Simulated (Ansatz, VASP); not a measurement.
**CsSnI3 in VASP and in Ansatz**

Contents of INCAR:

```
SYSTEM = CsSnI3
ALGO = Fast
EDIFF = 1E-6
ENCUT = 520
GGA = PS
ISIF = 2
ISMEAR = 0
LASPH = .True.
LCHARG = .False.
LREAL = .False.
LWAVE = .False.
NBANDS = 30
NELM = 60
PREC = Accurate
SIGMA = 0.01
```

File KPOINTS:

```
k-points
0
Gamma
  6 6 6
  0 0 0
```

POSCAR

```
CsSnI3
1.0
    6.0721070615      0.0000000000      0.0000000000
    0.0000000000      6.0721070615      0.0000000000
    0.0000000000      0.0000000000      6.0721070615
Cs Sn I
1 1 3
Direct
    0.0000000000      0.0000000000      0.0000000000
    0.5000000000      0.5000000000      0.5000000000
    0.0000000000      0.5000000000      0.5000000000
    0.5000000000      0.0000000000      0.5000000000
    0.5000000000      0.5000000000      0.0000000000
```

Input for Ansatz:

```yaml
crystal:
  lattice:
    - [6.0721070615, 0.0, 0.0]
    - [0.0, 6.0721070615, 0.0]
    - [0.0, 0.0, 6.0721070615]
  atoms:
    - { symbol: Cs, position: [0.0, 0.0, 0.0] }
    - { symbol: Sn, position: [0.5, 0.5, 0.5] }
    - { symbol: I, position: [0.0, 0.5, 0.5] }
    - { symbol: I, position: [0.5, 0.0, 0.5] }
    - { symbol: I, position: [0.5, 0.5, 0.0] }
basis:
  ecutwfc: 420
kpoints:
  mp_grid: { grid: [6, 6, 6] }
hamiltonian:
  xc: pbesol
scf:
  occupations: { method: gaussian, width: 0.01 }
output:
  forces: true
  stress: true
  eigenvalues: true
```

Alike in both runs: task single point; functional PBEsol; k mesh 6 × 6 × 6; occupations gaussian, width 0.01 eV; no spin polarisation.

```csv
,VASP,Ansatz
version,VASP 6.6.1,Ansatz 0.2.0
potentials or method,"VASP PAW PBE potentials, release 64 (Cs_sv, Sn_d, I), cutoff 520 eV","scalar-relativistic, plane waves, PAW"
valence electrons in the cell,44,74
```

|  | VASP | Ansatz | Ansatz less VASP |
| --- | --- | --- | --- |
| gap on the k mesh at the Fermi level (eV) | none | none | - |
| pressure (GPa) | 0.6 | 0.6 | -0.01 |

VASP's potentials were made for PBE, not for PBEsol. A gap of «none» marks a metal or a gap that the smearing closes. With one functional, cell and mesh, what is left measures potentials, basis and numerics. VASP's potentials hold 44 valence electrons a cell and Ansatz's 74, so a difference there can come from the potentials and not from the codes.

Spin-orbit coupling is off throughout.
